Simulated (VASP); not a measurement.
Al (a cell with a defect), 23 atoms in the cell. The cell holds a defect, 23 atoms: a = 7.924 Å, b = 7.924 Å, c = 7.924 Å, α = 80.41°, β = 70.53°, γ = 60.00°.  This cell differs from its parent crystal: atoms taken out, then relaxed in part.

| Item | Value |
| --- | --- |
| Program | VASP 6.6.1 |
| Task | single point |
| Functional | PBE |
| Potentials or basis | VASP PAW PBE potentials, release 64 (Al) |
| Cutoff | 520 eV |
| k mesh | 4 × 4 × 4 |
| Occupations | gaussian, width 0.1 eV |
| Spin | no spin polarisation |
| Dipole correction | no |
| Further INCAR settings | LREAL = Auto; ALGO = Normal; EDIFF = 1e-06; NBANDS = 52 |

Potentials or basis: VASP PAW PBE potentials, release 64 (Al).

Command:

```console
$ cat potpaw_PBE.64/Al/POTCAR > POTCAR
$ mpirun -np 1 vasp_std > vasp.out
```

Hardware: 1 thread of Intel(R) Xeon(R) 6975P-C (Granite Rapids), on a shared host.

Q: Estimate the wall time of this run.

A: It took 5.3 min on 1 thread of Intel(R) Xeon(R) 6975P-C (Granite Rapids), with other jobs on the host, peak memory 0.62 GiB. Counts: scf iterations 13, k points 24.
